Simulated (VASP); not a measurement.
Write the native input for VASP 6.6.1 that does the following.

```yaml
Task: single point
Functional: PBE
Potentials_or_basis: VASP PAW PBE potentials, release 64 (Zr_sv, S)
Cutoff: 500 eV
k_mesh: 12 × 12 × 4
Occupations: fermi-dirac, width 0.02 eV
Spin: non-collinear spin, zero start, spin-orbit coupling
Starting_moments: "[[0.0, 0.0, 0.0], [0.0, 0.0, 0.0], [0.0, 0.0, 0.0]] μB"
Dipole_correction: no
Further_INCAR_settings: ALGO = Normal; EDIFF = 1e-06; NBANDS = 37
```

The structure of ZrS2 lies in POSCAR:

```
ZrS2
1.0
    3.6743613682      0.0000000000      0.0000000000
   -1.8371806841      3.1820902876      0.0000000000
    0.0000000000      0.0000000000      5.8571357017
Zr S
1 2
Direct
    0.0000000000      0.0000000000      0.0000000000
    0.6666666667      0.3333333333      0.7537647210
    0.3333333333      0.6666666667      0.2462352790
```

These files were run (other wordings do the same):

INCAR

```
SYSTEM = ZrS2
PREC = Accurate
ENCUT = 500
EDIFF = 1E-6
ISMEAR = -1
SIGMA = 0.02
LREAL = .FALSE.
LASPH = .TRUE.
NELM = 200
ALGO = Normal
ISIF = 2
LWAVE = .FALSE.
LCHARG = .TRUE.
MAGMOM = 0 0 0 0 0 0 0 0 0
LORBIT = 11
LSORBIT = .TRUE.
GGA_COMPAT = .FALSE.
LORBMOM = .TRUE.
LMAXMIX = 4
GGA = PE
LVHAR = .TRUE.
NBANDS = 37
```

KPOINTS

```
Automatic mesh
0
G
  12 12 4
  0 0 0
```

Potentials or basis: VASP PAW PBE potentials, release 64 (Zr_sv, S).

Launch:

```console
$ cat potpaw_PBE.64/Zr_sv/POTCAR potpaw_PBE.64/S/POTCAR > POTCAR
$ mpirun -np 1 vasp_ncl > vasp.out
```

It gave:

| Property | Result |
| --- | --- |
| Pressure | 1.3 GPa |
| Largest force | 0.046 eV/Å |
| Net moment | 0.00 μB per cell |
| Valence electrons inside the program's atomic spheres | Zr 9.63; S 3.76 |

Caveat: this functional lacks dispersion, which binds layers or chains, so the pressure and a relaxed spacing across them are unreliable.

It took 4.7 min on 1 thread of Intel(R) Xeon(R) Platinum 8488C (Sapphire Rapids), with other jobs on the host, peak memory 0.46 GiB.
